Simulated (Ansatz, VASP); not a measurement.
## One calculation of Al, two programs

INCAR

```
SYSTEM = Al
PREC = Accurate
ENCUT = 600
EDIFF = 1E-6
ISMEAR = 0
SIGMA = 0.01
LREAL = .False.
LASPH = .True.
NELM = 60
ALGO = Normal
ISIF = 3
LWAVE = .False.
LCHARG = .False.
IBRION = 2
NSW = 80
EDIFFG = -0.02
```

Contents of KPOINTS:

```
regular mesh
0
Gamma
  12 12 12
  0 0 0
```

The input POSCAR:

```
Al
1.0
   -1.5912186900      1.5912186900      1.5912186900
    1.5912186900     -1.5912186900      1.5912186900
    1.5912186900      1.5912186900     -1.5912186900
Al
1
Direct
    0.0000000000      0.0000000000      0.0000000000
```

input.yaml

```yaml
crystal:
  lattice:
    - [-1.59121869, 1.59121869, 1.59121869]
    - [1.59121869, -1.59121869, 1.59121869]
    - [1.59121869, 1.59121869, -1.59121869]
  atoms:
    - { symbol: Al, position: [0.0, 0.0, 0.0] }
kpoints:
  mp_grid: { grid: [12, 12, 12] }
scf:
  occupations: { method: gaussian, width: 0.01 }
hamiltonian:
  xc: lda
  pseudopotentials: { kind: all_electron, lapw: { basis_error: 0.001 } }
output:
  forces: true
  stress: true
relax:
  f_tol: 0.02
  max_steps: 60
  cell: {}
```

Alike in both runs: task relaxation of cell and atoms; functional LDA; k mesh 12 × 12 × 12; occupations gaussian, width 0.01 eV; no spin polarisation.

|  | VASP | Ansatz |
| --- | --- | --- |
| version | VASP 6.6.1 | Ansatz 0.2.0 |
| potentials or method | VASP PAW LDA potentials, release 64 (Al), cutoff 600 eV | all-electron LAPW, scalar-relativistic |

|  | VASP | Ansatz | Ansatz less VASP |
| --- | --- | --- | --- |
| relaxed volume (Å³/atom) | 16.25 | 16.22 | -0.029 |
| relaxed cell length with the largest relative difference (Å) | 2.764 | 2.762 | -0.0017 |

LDA's correlation is that of Perdew and Zunger in VASP and of Perdew and Wang (1992) in Ansatz. Ansatz ran all-electron here, and VASP with PAW potentials.
